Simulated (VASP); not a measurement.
# TiO2 (P4_2/mnm) in VASP: G0W0 quasiparticle levels with PBEsol

Aim: the G0W0 quasiparticle levels of TiO2 with PBEsol.

All numbers are computed with VASP 6.6.1; they aren't measurements. Logs are shortened: lines on timing, memory, paths and dates and some standing lists are left out, and cuts for length are marked.

**1. The cell of the first run**

It takes space group P4_2/mnm (No. 136, tetragonal). Conventional cell: a = 4.592 Å, b = 4.592 Å, c = 2.957 Å, α = 90.00°, β = 90.00°, γ = 90.00°. Within 2.6 Å of Ti (site symmetry mmm) lie 6 O at 1.95 to 1.98 Å. O (site symmetry m2m) has 3 Ti at 1.95 to 1.98 Å and 1 O at 2.53 Å within 2.6 Å.

**2. G0W0 quasiparticle levels, PBEsol**

POSCAR

```
TiO2
1.0
    4.5922000000      0.0000000000      0.0000000000
    0.0000000000      4.5922000000      0.0000000000
    0.0000000000      0.0000000000      2.9574000000
Ti O
2 4
Direct
    0.0000000000      0.0000000000      0.0000000000
    0.5000000000      0.5000000000      0.5000000000
    0.3049600000      0.3049600000      0.0000000000
    0.1950400000      0.8049600000      0.5000000000
    0.6950400000      0.6950400000      0.0000000000
    0.8049600000      0.1950400000      0.5000000000
```

INCAR.step1

```
  PREC = Accurate
  ENCUT = 500
  EDIFF = 1E-8
  ISMEAR = 0
  SIGMA = 0.01
  LREAL = False
  LASPH = True
  NELM = 60
  ALGO = Normal
  LWAVE = True
  LCHARG = False
  GGA = PS
```

INCAR.step2

```
  PREC = Accurate
  ENCUT = 500
  EDIFF = 1E-8
  ISMEAR = 0
  SIGMA = 0.01
  LREAL = False
  LASPH = True
  NELM = 1
  ALGO = Exact
  LWAVE = True
  LCHARG = False
  GGA = PS
  NBANDS = 104
  LOPTICS = True
  ISTART = 1
```

INCAR.step3

```
  PREC = Accurate
  ENCUT = 500
  EDIFF = 1E-8
  ISMEAR = 0
  SIGMA = 0.01
  LREAL = False
  LASPH = True
  ALGO = EVGW0
  LWAVE = False
  LCHARG = False
  GGA = PS
  NELMGW = 1
  NBANDS = 104
  ENCUTGW = 80.0
  NOMEGA = 48
  PRECFOCK = Fast
  ISTART = 1
  NBANDSGW = 32
```

KPOINTS

```
Automatic mesh
0
Gamma
  3 3 5
```

Potentials or basis: VASP PAW PBE potentials, release 64 (Ti_sv_GW, O_GW).

Started as:

```bash
> cat potpaw_PBE.64/Ti_sv_GW/POTCAR potpaw_PBE.64/O_GW/POTCAR > POTCAR
> cp INCAR.step1 INCAR
> mpirun -np 1 vasp_std > vasp.out
> cp INCAR.step2 INCAR
> mpirun -np 1 vasp_std > vasp.out
> cp INCAR.step3 INCAR
> mpirun -np 1 vasp_std > vasp.out
```

OUTCAR:

```text
PREC = Accurate
   ENCUT = 500
   EDIFF = 1E-8
   ISMEAR = 0
   LREAL = False
   LASPH = True
   GGA = PS
   NELMGW = 1
   ENCUTGW = 80.0
   PRECFOCK = Fast
   ISTART = 1

 ion  position               nearest neighbor table
   1  0.000  0.000  0.000-   4 1.95   6 1.95   4 1.95   6 1.95   5 1.98   3 1.98
   2  0.500  0.500  0.500-   3 1.95   5 1.95   3 1.95   5 1.95   4 1.98   6 1.98
   3  0.305  0.305  0.000-   2 1.95   2 1.95   1 1.98
   4  0.195  0.805  0.500-   1 1.95   1 1.95   2 1.98
   5  0.695  0.695  0.000-   2 1.95   2 1.95   1 1.98
   6  0.805  0.195  0.500-   1 1.95   1 1.95   2 1.98

  LATTYP: Found a simple tetragonal cell.
 ALAT       =     4.5922000000
 C/A-ratio  =     0.6440050520

  Lattice vectors:

 A1 = (   4.5922000000,   0.0000000000,   0.0000000000)
 A2 = (   0.0000000000,   4.5922000000,   0.0000000000)
 A3 = (   0.0000000000,   0.0000000000,   2.9574000000)

Analysis of symmetry for initial positions (statically):
=====================================================================
 Subroutine PRICEL returns:
 Original cell was already a primitive cell.

 Routine SETGRP: Setting up the symmetry group for a
 simple tetragonal supercell.

 Subroutine GETGRP returns: Found 16 space group operations
 (whereof  8 operations were pure point group operations)
 out of a pool of 16 trial point group operations.

The static configuration has the point symmetry D_2h.
 The point group associated with its full space group is D_4h.

Analysis of symmetry for dynamics (positions and initial velocities):
=====================================================================
 Subroutine PRICEL returns:
 Original cell was already a primitive cell.

 Routine SETGRP: Setting up the symmetry group for a
 simple tetragonal supercell.

 Subroutine GETGRP returns: Found 16 space group operations
 (whereof  8 operations were pure point group operations)
 out of a pool of 16 trial point group operations.

The dynamic configuration has the point symmetry D_2h.
 The point group associated with its full space group is D_4h.

 Subroutine INISYM returns: Found 16 space group operations
 (whereof  8 operations are pure point group operations),
 and found     1 'primitive' translations

----------------------------------------------------------------------------------------

                                     Primitive cell

  volume of cell :      62.3665

  direct lattice vectors                    reciprocal lattice vectors
     4.592200000  0.000000000  0.000000000     0.217760550  0.000000000  0.000000000
     0.000000000  4.592200000  0.000000000     0.000000000  0.217760550  0.000000000
     0.000000000  0.000000000  2.957400000     0.000000000  0.000000000  0.338134848

  length of vectors
     4.592200000  4.592200000  2.957400000     0.217760550  0.217760550  0.338134848

  position of ions in fractional coordinates (direct lattice)
     0.000000000  0.000000000  0.000000000
     0.500000000  0.500000000  0.500000000
     0.304960000  0.304960000  0.000000000
     0.195040000  0.804960000  0.500000000
     0.695040000  0.695040000  0.000000000
     0.804960000  0.195040000  0.500000000

  ion indices of the primitive-cell ions
   primitive index   ion index
                 1           1
                 2           2
                 3           3
                 4           4
                 5           5
                 6           6

----------------------------------------------------------------------------------------

 KPOINTS: Automatic mesh

Automatic generation of k-mesh.
 Grid dimensions read from file:
 generate k-points for:    3    3    5

 Generating k-lattice:

  Cartesian coordinates                     Fractional coordinates (reciprocal lattice)
     0.072586850  0.000000000  0.000000000     0.333333333  0.000000000  0.000000000
     0.000000000  0.072586850  0.000000000     0.000000000  0.333333333  0.000000000
     0.000000000  0.000000000  0.067626970     0.000000000  0.000000000  0.200000000

  Length of vectors
     0.072586850  0.072586850  0.067626970

  Shift w.r.t. Gamma in fractional coordinates (k-lattice)
     0.000000000  0.000000000  0.000000000

 Subroutine IBZKPT returns following result:
 ===========================================

 Found      9 irreducible k-points:

 Following reciprocal coordinates:
            Coordinates               Weight
  0.000000  0.000000  0.000000      1.000000
  0.333333  0.000000  0.000000      4.000000
  0.333333  0.333333  0.000000      4.000000
  0.000000  0.000000  0.200000      2.000000
  0.333333  0.000000  0.200000      8.000000
  0.333333  0.333333  0.200000      8.000000
  0.000000  0.000000  0.400000      2.000000
  0.333333  0.000000  0.400000      8.000000
  0.333333  0.333333  0.400000      8.000000
   k-points           NKPTS =      9   k-points in BZ     NKDIM =     45   number of bands    NBANDS=    104
   number of dos      NEDOS =    301   number of ions     NIONS =      6
   total plane-waves  NPLWV =  31104
   dimension x,y,z NGX =    36 NGY =   36 NGZ =   24
   dimension x,y,z NGXF=    72 NGYF=   72 NGZF=   48
   ions per type =               2   4
   NGX,Y,Z   is equivalent  to a cutoff of  13.03, 13.03, 13.49 a.u.
   NGXF,Y,Z  is equivalent  to a cutoff of  26.07, 26.07, 26.98 a.u.
 SYSTEM =  unknown system
   PREC   = accura    normal or accurate (medium, high low for compatibility)
   ISTART =      1    job   : 0-new  1-cont  2-samecut
   ICHARG =      0    charge: 1-file 2-atom 10-const
   ISPIN  =      1    spin polarized calculation?
   LNONCOLLINEAR =      F non collinear calculations
   LSORBIT =      F    spin-orbit coupling
   LASPH  =      T    aspherical Exc in radial PAW
   ENCUT  =  500.0 eV  36.75 Ry    6.06 a.u.   8.37  8.37  5.39*2*pi/ulx,y,z
   NELM   =     60;   NELMIN=  2; NELMDL=  0     # of ELM steps
   EDIFF  = 0.1E-07   stopping-criterion for ELM
   LREAL  =      F    real-space projection
   EDIFFG = 0.1E-06   stopping-criterion for IOM
   NSW    =      0    number of steps for IOM
   IBRION =     -1    ionic relax: 0-MD 1-quasi-New 2-CG
   NFREE  =      0    steps in history (QN), initial steepest desc. (CG)
   ISIF   =      0    stress and relaxation
   ISYM   =      3    0-nonsym 1-usesym 2-fastsym
   POTIM  = 0.5000    time-step for ionic-motion
   TEBEG  =    0.0;   TEEND  =   0.0 temperature during run
   PSTRESS=    0.0 pullay stress
   NELECT =      48.0000    total number of electrons
   NUPDOWN=      -1.0000    fix difference up-down
   EMIN   =  10.00;   EMAX   =-10.00  energy-range for DOS
   EFERMI =   0.00;   METHOD = LEGACY
   ISMEAR =     0;   SIGMA  =   0.01  broadening in eV -4-tet -1-fermi 0-gaus
   EFERMI_NEDOS =   21; number of points for ismear=-14 and -15
   IALGO  =     38    algorithm
   IMIX   =      4    mixing-type and parameters
     AMIX     =   0.40;   BMIX     =  1.00
     AMIX_MAG =   1.60;   BMIX_MAG =  1.00
  volume/ion in A,a.u.               =      10.39        70.15
  Fermi-wavevector in a.u.,A,eV,Ry     =   1.500277  2.835112 30.624403  2.250830
  Thomas-Fermi vector in A             =   2.611798
   LORBIT       =      0    0 simple, 1 ext, 2 COOP (PROOUT), +10 PAW based schemes
   GGA     = PS    functional components
   LHFCALC =     T    Hartree Fock is set to
   PRECFOCK=fast      Normal, Fast or Accurate (Low or Medium for compatibility)
   ENCUT4O =  -1.0   cutoff for four orbital integrals eV
   NKREDX  =     1    reduce k-point grid by
   NKREDY  =     1    reduce k-point grid by
   NKREDZ  =     1    reduce k-point grid by
   AEXX    =    1.0000 exact exchange contribution
   HFSCREEN=    0.0000 screening length (either q_TF or 0.3 A-1)
   HFSCREENC=   0.0000 screening length for correlation (either q_TF or 0.3 A-1)
   ENCUTFOCK=  -1.0 apply spherical cutoff to Coloumb kernel
   IVDW    =     0    specifies the selected vdW correction
   LEPSILON=     F    determine dielectric tensor
   LRPA    =     F    only Hartree local field effects (RPA)
   LRPAFORCE           =     F    calculate RPA forces
   ENCUTGW             =  80.0    cutoff for response function in eV
   ENCUTGWSOFT         =  64.0    soft cutoff for Coulomb kernel in GW response function in eV
   ENCUTLF             =  -1.0    cutoff for local field effects
   NELMGW              =     1    number of iterations in solving QP/BSE equation
   NELMHF              =     1    number of iterations in the inner HF iteration
   NKREDLFX            =     1    NKREDLFY  =   1   NKREDLFZ  =   1
 non-spin polarized calculation
 Gauss-broadening in eV      SIGMA  =   0.01
  energy-cutoff  :      500.00
  volume of cell :       62.37
 maximum number of plane-waves:      1595
 NGX is ok and might be reduce to    36
  NGX = 18; NGY = 18; NGZ = 12
   NGX = 17   NGY = 17   NGZ = 11
 maximum number of plane-waves:       116
 NGX is ok and might be reduce to    14

 QP shifts <psi_nk| G(iteration)W_0 |psi_nk>: iteration 1
 for sc-GW calculations column KS-energies equals QP-energies in previous step
 and V_xc(KS)=  KS-energies - (<T + V_ion + V_H > + <T+V_H+V_ion>^1  + <V_x>^1)

 k-point   1 :       0.0000    0.0000    0.0000
  band No.  KS-energies  QP-energies   sigma(KS)   V_xc(KS)     V^pw_x(r,r')   Z            occupation Imag(sigma)

      1     -51.8824     -54.2270     -28.5997     -24.6939     -41.6255       0.6003       2.0000       1.6662
      2     -51.8644     -54.2054     -28.5866     -24.7125     -41.6323       0.6043       2.0000       1.6549
      3     -28.3166     -29.2739     -25.3026     -23.8276     -34.5221       0.6490       2.0000       1.1965
      4     -28.3166     -29.2739     -25.3026     -23.8276     -34.5221       0.6490       2.0000       1.1965
      5     -28.1459     -29.1296     -25.5109     -24.0219     -34.5610       0.6606       2.0000       1.0999
      6     -28.1459     -29.1296     -25.5109     -24.0219     -34.5610       0.6606       2.0000       1.0999
[... 24 lines left out ...]
     31       9.3333      11.2590     -19.0345     -21.8481     -12.2995       0.6844       0.0000      -0.7249
     32      11.4112      13.4517     -20.0312     -22.9341     -14.3189       0.7029       0.0000      -0.6319

 k-point   2 :       0.3333    0.0000    0.0000
  band No.  KS-energies  QP-energies   sigma(KS)   V_xc(KS)     V^pw_x(r,r')   Z            occupation Imag(sigma)

      1     -51.8778     -54.2213     -28.5964     -24.6987     -41.6273       0.6012       2.0000       1.6630
      2     -51.8690     -54.2120     -28.5899     -24.7081     -41.6308       0.6036       2.0000       1.6575
      3     -28.2838     -29.2474     -25.3494     -23.8683     -34.5254       0.6506       2.0000       1.1739
      4     -28.2813     -29.2468     -25.3553     -23.8741     -34.5306       0.6519       2.0000       1.1720
      5     -28.1849     -29.1550     -25.4518     -23.9672     -34.5449       0.6535       2.0000       1.1274
      6     -28.1826     -29.1535     -25.4578     -23.9734     -34.5506       0.6540       2.0000       1.1256
[... 24 lines left out ...]
     31      10.0064      12.0172     -19.5271     -22.3500     -13.9927       0.7123       0.0000      -0.4888
     32      11.1252      13.1253     -19.7531     -22.5778     -14.2839       0.7080       0.0000      -0.5523

 k-point   3 :       0.3333    0.3333    0.0000
  band No.  KS-energies  QP-energies   sigma(KS)   V_xc(KS)     V^pw_x(r,r')   Z            occupation Imag(sigma)

      1     -51.8756     -54.2197     -28.5948     -24.7011     -41.6282       0.6020       2.0000       1.6614
      2     -51.8712     -54.2133     -28.5916     -24.7058     -41.6300       0.6027       2.0000       1.6586
      3     -28.3268     -29.2900     -25.2940     -23.8098     -34.5209       0.6490       2.0000       1.2077
      4     -28.2906     -29.2587     -25.3453     -23.8560     -34.5285       0.6500       2.0000       1.1831
      5     -28.1777     -29.1443     -25.4581     -23.9812     -34.5422       0.6545       2.0000       1.1176
      6     -28.1396     -29.1187     -25.5117     -24.0311     -34.5520       0.6613       2.0000       1.0911
[... 24 lines left out ...]
     31      10.2403      12.1943     -19.0524     -21.8006     -13.1828       0.7110       0.0000      -0.5424
     32      11.1031      13.0884     -19.5825     -22.4005     -13.5450       0.7045       0.0000      -0.6435

 k-point   4 :       0.0000    0.0000    0.2000
  band No.  KS-energies  QP-energies   sigma(KS)   V_xc(KS)     V^pw_x(r,r')   Z            occupation Imag(sigma)
[... 139 lines left out ...]
     31      10.1778      12.1587     -19.3242     -22.1376     -13.2945       0.7041       0.0000      -0.5800
     32      10.5453      12.4995     -18.8888     -21.6199     -13.1402       0.7155       0.0000      -0.5276

 k-point   8 :       0.3333    0.0000    0.4000
  band No.  KS-energies  QP-energies   sigma(KS)   V_xc(KS)     V^pw_x(r,r')   Z            occupation Imag(sigma)

      1     -51.8368     -54.2025     -28.6149     -24.7337     -41.6453       0.6095       2.0000       1.6490
      2     -51.8339     -54.2131     -28.6129     -24.7365     -41.6464       0.6138       2.0000       1.6475
      3     -28.5259     -29.5476     -25.2804     -23.7240     -34.5160       0.6564       2.0000       1.3158
      4     -28.5213     -29.5447     -25.2807     -23.7284     -34.5136       0.6592       2.0000       1.3111
      5     -28.1765     -29.1570     -25.4765     -23.9828     -34.5560       0.6564       2.0000       1.1231
      6     -28.1723     -29.1543     -25.4837     -23.9896     -34.5553       0.6572       2.0000       1.1203
[... 24 lines left out ...]
     31       9.7487      11.8005     -19.2030     -22.0693     -13.4713       0.7159       0.0000      -0.4620
     32       9.8824      11.9323     -19.5306     -22.4265     -13.6412       0.7079       0.0000      -0.5148

 k-point   9 :       0.3333    0.3333    0.4000
  band No.  KS-energies  QP-energies   sigma(KS)   V_xc(KS)     V^pw_x(r,r')   Z            occupation Imag(sigma)

      1     -51.8353     -54.2108     -28.6140     -24.7351     -41.6459       0.6124       2.0000       1.6481
      2     -51.8353     -54.2108     -28.6140     -24.7351     -41.6459       0.6124       2.0000       1.6481
      3     -28.5223     -29.5447     -25.2829     -23.7290     -34.5162       0.6579       2.0000       1.3126
      4     -28.5150     -29.5478     -25.3005     -23.7395     -34.5181       0.6616       2.0000       1.3097
      5     -28.1959     -29.1691     -25.4444     -23.9550     -34.5493       0.6535       2.0000       1.1362
      6     -28.1776     -29.1592     -25.4775     -23.9806     -34.5550       0.6558       2.0000       1.1251
[... 24 lines left out ...]
     31       9.8257      11.8817     -19.4195     -22.3041     -13.6834       0.7128       0.0000      -0.4770
     32      10.7178      12.7123     -19.6126     -22.4379     -13.7123       0.7059       0.0000      -0.5963
```

Run time: 5.8 min. Hardware: 1 thread of Intel Xeon 6975P-C (Granite Rapids), shared host; peak memory 0.69 GiB.

Results:

```yaml
Quasiparticle_gap: 3.72 eV
Least_direct_quasiparticle_gap: 3.72 eV
Band_gap_of_the_starting_levels_on_the_mesh: 1.85 eV
Least_direct_gap_of_the_starting_levels_on_the_mesh: 1.85 eV
```

Caveat: the k points lie up to 0.46 Å⁻¹ apart; bands, screening cutoff and mesh are small and nothing is extrapolated, so the quasiparticle values aren't converged.
